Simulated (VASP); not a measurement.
# Ba2H (I4/mmm) in VASP: settings compared, part 2 of 2

VASP 6.6.1.

### 3 Single point, r2SCAN

POSCAR

```
Ba2H
1.0
    0.0000000000      3.9296850000      0.0000000000
    3.9296850000      0.0000000000      0.0000000000
    1.9648430000      1.9648430000     -7.1061810000
Ba H
2 1
Direct
    0.3700000000      0.3700000000      0.2600000000
    0.6300000000      0.6300000000      0.7400000000
    0.0000000000      0.0000000000      0.0000000000
```

INCAR.step1

```
SYSTEM = Ba2H
PREC     = Accurate       ! precision mode
ENCUT    = 520            ! plane-wave cutoff, eV
ISMEAR   = 1              ! smearing method
SIGMA    = 0.0911         ! smearing width, eV
LREAL    = .False.        ! projectors in reciprocal space
LASPH    = .True.         ! aspherical terms in the spheres
NELM     = 100            ! most SCF steps
NBANDS   = 18             ! bands
GGA      = PE             ! functional
ALGO     = Normal         ! electronic algorithm
EDIFF    = 1E-4           ! SCF threshold, eV
LWAVE    = .True.         ! write WAVECAR
LCHARG   = .False.        ! write CHGCAR
```

INCAR.step2

```
SYSTEM = Ba2H
PREC     = Accurate       ! precision mode
ENCUT    = 520            ! plane-wave cutoff, eV
EDIFF    = 1E-7           ! SCF threshold, eV
ISMEAR   = 1              ! smearing method
SIGMA    = 0.0911         ! smearing width, eV
LREAL    = .False.        ! projectors in reciprocal space
LASPH    = .True.         ! aspherical terms in the spheres
NELM     = 100            ! most SCF steps
ALGO     = Normal         ! electronic algorithm
ISIF     = 2              ! what is computed and relaxed
LWAVE    = .False.        ! write WAVECAR
LCHARG   = .False.        ! write CHGCAR
METAGGA  = R2SCAN         ! meta-GGA
LMIXTAU  = .True.       
NBANDS   = 18             ! bands
ISTART   = 1
```

KPOINTS

```
regular mesh
0
Gamma
  5 5 5
  0 0 0
```

Potentials or basis: VASP PAW PBE potentials, release 64 (Ba_sv, H).

Started as:

```
cat potpaw_PBE.64/Ba_sv/POTCAR potpaw_PBE.64/H/POTCAR > POTCAR
cp INCAR.step1 INCAR
mpirun -np 1 vasp_std > vasp.out
cp INCAR.step2 INCAR
mpirun -np 1 vasp_std > vasp.out
```

OUTCAR:

```text
SYSTEM = Ba2H
   PREC = Accurate
   ENCUT = 520
   EDIFF = 1E-7
   ISMEAR = 1
   LREAL = .False.
   LASPH = .True.
   NELM = 100
   ISIF = 2
   METAGGA = R2SCAN
   ISTART = 1

 ion  position               nearest neighbor table
   1  0.370  0.370  0.260-   2 3.70   2 4.40   2 4.40   2 4.40   2 4.40
   2  0.630  0.630  0.740-   1 3.70   1 4.40   1 4.40   1 4.40   1 4.40
   3  0.000  0.000  0.000-

  LATTYP: Found a body centered tetragonal cell.
 ALAT       =     3.9296850000
 C/A-ratio  =     3.6166669848

  Lattice vectors:

 A1 = (  -1.9648430000,   1.9648420000,   7.1061810000)
 A2 = (   1.9648420000,  -1.9648430000,   7.1061810000)
 A3 = (   1.9648430000,   1.9648430000,  -7.1061810000)

Analysis of symmetry for initial positions (statically):
=====================================================================
 Subroutine PRICEL returns:
 Original cell was already a primitive cell.

 Routine SETGRP: Setting up the symmetry group for a
 body centered tetragonal supercell.

 Subroutine GETGRP returns: Found 16 space group operations
 (whereof 16 operations were pure point group operations)
 out of a pool of 16 trial point group operations.

The static configuration has the point symmetry D_4h.

Analysis of symmetry for dynamics (positions and initial velocities):
=====================================================================
 Subroutine PRICEL returns:
 Original cell was already a primitive cell.

 Routine SETGRP: Setting up the symmetry group for a
 body centered tetragonal supercell.

 Subroutine GETGRP returns: Found 16 space group operations
 (whereof 16 operations were pure point group operations)
 out of a pool of 16 trial point group operations.

The dynamic configuration has the point symmetry D_4h.

 Subroutine INISYM returns: Found 16 space group operations
 (whereof 16 operations are pure point group operations),
 and found     1 'primitive' translations

[... 106 lines left out ...]
   IALGO  =     38    algorithm
   IMIX   =      4    mixing-type and parameters
     AMIX     =   0.40;   BMIX     =  1.00
     AMIX_MAG =   1.60;   BMIX_MAG =  1.00
  volume/ion in A,a.u.               =      36.58       246.85
  Fermi-wavevector in a.u.,A,eV,Ry     =   0.943403  1.782774 12.109316  0.890010
  Thomas-Fermi vector in A             =   2.071107
   LORBIT       =      0    0 simple, 1 ext, 2 COOP (PROOUT), +10 PAW based schemes
   METAGGA = R2SCAN    functional components
   LHFCALC =     F    Hartree Fock is set to
   AEXX    =    0.0000 exact exchange contribution
   IVDW    =     0    specifies the selected vdW correction
   LEPSILON=     F    determine dielectric tensor
   LRPA    =     F    only Hartree local field effects (RPA)
 non-spin polarized calculation
 Methfessel and Paxton  Order N= 1 SIGMA  =   0.09
  energy-cutoff  :      520.00
  volume of cell :      109.74
 maximum number of plane-waves:      2982
 NGX is ok and might be reduce to    30
   NGX = 15   NGY = 15   NGZ = 29

 number of electron      21.0000001 magnetization

 Free energy of the ion-electron system (eV)
  ---------------------------------------------------
  ext. energy  EPLUGINS =         0.00000000
  ---------------------------------------------------
  free energy    TOTEN  =       -56.15841020 eV

  energy without entropy =      -56.15374119  energy(sigma->0) =      -56.15685387

 E-fermi :   2.4504     XC(G=0):  -8.4445

 val. band max:        2.4437281666   @ k =  -0.4000   0.0000   0.2000
 cond. band min:       2.4525179127   @ k =   0.4000   0.2000   0.0000
 fundamental gap:      0.0087897461
 Fermi energy:         2.4504037781

 k-point     1 :       0.0000    0.0000    0.0000
  band No.  band energies     occupation
      1     -27.6302      2.00000
      2     -27.5265      2.00000
      3     -12.8723      2.00000
      4     -12.0201      2.00000
      5     -12.0201      2.00000
      6     -12.0195      2.00000
[... 355 lines left out ...]
      5     -12.2920      2.00000
      6     -12.1236      2.00000
[... 10 lines left out ...]
     17       6.1255      0.00000
     18       6.5529      0.00000

------------------------ aborting loop because EDIFF is reached ----------------------------------------

  FORCE on cell =-STRESS in cart. coord.  units (eV):
  Direction    XX          YY          ZZ          XY          YZ          ZX
  --------------------------------------------------------------------------------------
  -------------------------------------------------------------------------------------
  Total       -0.6016819     -0.6016819      0.9116938      0.0000000     -0.0000001     -0.0000001
  in kB       -8.7846767     -8.7846767     13.3109124      0.0000000     -0.0000009     -0.0000009
  external PRESSURE =      -1.4194804 kB  Pullay stress =       0.0000000 kB

 VOLUME and BASIS-vectors are now :
 -----------------------------------------------------------------------------
  energy-cutoff  :      520.00
  volume of cell :      109.74
      direct lattice vectors                 reciprocal lattice vectors
     0.000000000  3.929685000  0.000000000     0.000000000  0.254473323  0.070361299
     3.929685000  0.000000000  0.000000000     0.254473323  0.000000000  0.070361299
     1.964843000  1.964843000 -7.106181000     0.000000000  0.000000000 -0.140722563

 POSITION                                       TOTAL-FORCE (eV/Angst)
 -----------------------------------------------------------------------------------
      1.96484      1.96484     -1.84761        -0.000000     -0.000000      0.291550
      3.92969      3.92969     -5.25857         0.000000      0.000000     -0.291550
      0.00000      0.00000      0.00000         0.000000      0.000000      0.000000
 -----------------------------------------------------------------------------------
    total drift:                                0.000000      0.000000      0.000000

  FREE ENERGIE OF THE ION-ELECTRON SYSTEM (eV)
  ---------------------------------------------------
  free  energy   TOTEN  =       -56.1584102047 eV

  energy  without entropy=      -56.1537411861  energy(sigma->0) =      -56.15685387
```

OUTCAR.step1:

```text
SYSTEM = Ba2H
   PREC = Accurate
   ENCUT = 520
   ISMEAR = 1
   LREAL = .False.
   LASPH = .True.
   NELM = 100
[... 594 lines left out ...]
      1.96484      1.96484     -1.84761        -0.000000     -0.000000      0.163097
      3.92969      3.92969     -5.25857         0.000000      0.000000     -0.163097
      0.00000      0.00000      0.00000         0.000000      0.000000      0.000000
 -----------------------------------------------------------------------------------
    total drift:                                0.000000      0.000000      0.000000

  FREE ENERGIE OF THE ION-ELECTRON SYSTEM (eV)
  ---------------------------------------------------
  free  energy   TOTEN  =        -6.9018581429 eV

  energy  without entropy=       -6.8982140851  energy(sigma->0) =       -6.90064346
```

It took 67 s on 1 thread of Intel Xeon 6975P-C (Granite Rapids), shared host; peak memory 0.24 GiB.

Results:

```yaml
Free_energy: -56.1584 eV
Pressure: -0.1 GPa
Largest_force: 0.292 eV/Å
```

Forces in eV/Å, atoms in the order of the input:
```
Ba   0.000  0.000  0.292
Ba   0.000  0.000 -0.292
H    0.000  0.000  0.000
```

Caveat: the PAW data sets were made with another functional, which shifts forces and pressure a little; spin-orbit coupling is left out, which moves the levels of the heavy elements.

### 4 Single point, r2SCAN

POSCAR is that of step 3.

INCAR.step1

```
PREC     = Accurate       # precision mode
ENCUT    = 520            # plane-wave cutoff, eV
ISMEAR   = 1              # smearing method
SIGMA    = 0.0911         # smearing width, eV
LREAL    = F              # projectors in reciprocal space
LASPH    = T              # aspherical terms in the spheres
NELM     = 80             # most SCF steps
NBANDS   = 18             # bands
GGA      = PE             # functional
ALGO     = Normal         # electronic algorithm
EDIFF    = 1E-4           # SCF threshold, eV
LWAVE    = T              # write WAVECAR
LCHARG   = F              # write CHGCAR
```

INCAR.step2

```
PREC     = Accurate       # precision mode
ENCUT    = 520            # plane-wave cutoff, eV
EDIFF    = 1E-7           # SCF threshold, eV
ISMEAR   = 1              # smearing method
SIGMA    = 0.0911         # smearing width, eV
LREAL    = F              # projectors in reciprocal space
LASPH    = T              # aspherical terms in the spheres
NELM     = 80             # most SCF steps
ALGO     = Normal         # electronic algorithm
ISIF     = 2              # what is computed and relaxed
LWAVE    = F              # write WAVECAR
LCHARG   = F              # write CHGCAR
METAGGA  = R2SCAN         # meta-GGA
LMIXTAU  = T            
NBANDS   = 18             # bands
ISTART   = 1
```

KPOINTS

```
regular mesh
0
Gamma
  5 5 5
```

Started as:

```
cat potpaw_PBE.64/Ba_sv/POTCAR potpaw_PBE.64/H/POTCAR > POTCAR
cp INCAR.step1 INCAR
mpirun -np 1 vasp_std > vasp.out
cp INCAR.step2 INCAR
mpirun -np 1 vasp_std > vasp.out
```

Run time: 67 s. Hardware: 1 thread of Intel Xeon 6975P-C (Granite Rapids), shared host; peak memory 0.24 GiB.

Results (log left out):

- Free energy: -56.1584 eV
- Pressure: -0.1 GPa
- Largest force: 0.292 eV/Å

Forces in eV/Å, atoms in the order of the input:
```
Ba   0.000  0.000  0.292
Ba   0.000  0.000 -0.292
H    0.000  0.000  0.000
```

Stress tensor (GPa, compression positive):
```
-0.88  0.00  0.00
 0.00 -0.88  0.00
 0.00  0.00  1.33
```

Levels at points of the mesh, in eV from the Fermi level:
```tsv
k point	band 8	band 9	band 10	band 11	band 12	band 13
(0.00, 0.00, 0.00)	-14.35	-4.65	-0.76	-0.69	0.35	0.55
```

Caveat: the PAW data sets were made with another functional, which shifts forces and pressure a little; spin-orbit coupling is left out, which moves the levels of the heavy elements.
